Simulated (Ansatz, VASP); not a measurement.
# Two plane-wave programs on H

The input INCAR:

```
ALGO = Normal
EDIFF = 1E-6
ENCUT = 500
GGA = PE
GGA_COMPAT = F
ISIF = 2
ISMEAR = 0
LASPH = T
LCHARG = F
LREAL = F
LWAVE = F
NBANDS = 6
NELM = 120
PREC = Accurate
SIGMA = 0.1
```

File KPOINTS:

```
k-points
0
Gamma
  8 8 8
```

File POSCAR:

```
H
1.0
    0.0000000000      1.7206578369      1.7206578369
    1.7206578369      0.0000000000      1.7206578369
    1.7206578369      1.7206578369      0.0000000000
H
1
Direct
    0.0000000000      0.0000000000      0.0000000000
```

Input for Ansatz:

```yaml
crystal:
  lattice:
    - [0.0, 1.7206578369, 1.7206578369]
    - [1.7206578369, 0.0, 1.7206578369]
    - [1.7206578369, 1.7206578369, 0.0]
  atoms:
    - { symbol: H, position: [0.0, 0.0, 0.0] }
basis:
  ecutwfc: 420
kpoints:
  mp_grid: { grid: [8, 8, 8] }
hamiltonian:
  xc: pbe
scf:
  occupations: { method: gaussian, width: 0.1 }
  lower_state_search: "off"
output:
  forces: true
  stress: true
  eigenvalues: true
```

Alike in both runs: task single point; functional PBE; k mesh 8 × 8 × 8; occupations gaussian, width 0.1 eV; no spin polarisation.

|  | VASP | Ansatz |
| --- | --- | --- |
| version | VASP 6.6.1 | Ansatz 0.2.0 |
| potentials or method | VASP PAW PBE potentials, release 64 (H), cutoff 500 eV | scalar-relativistic, plane waves, PAW |
| valence electrons in the cell | 1 | 1 |

Ansatz gave:

- gap on the k mesh at the Fermi level (eV): none
- pressure (GPa): -15.7

Estimate VASP's values.

gap on the k mesh at the Fermi level (eV): none; pressure (GPa): -15.8.

A gap of «none» marks a metal or a gap that the smearing closes. With one functional, cell and mesh, what is left measures potentials, basis and numerics.

The k mesh is coarse, so the values compare programs but aren't converged.
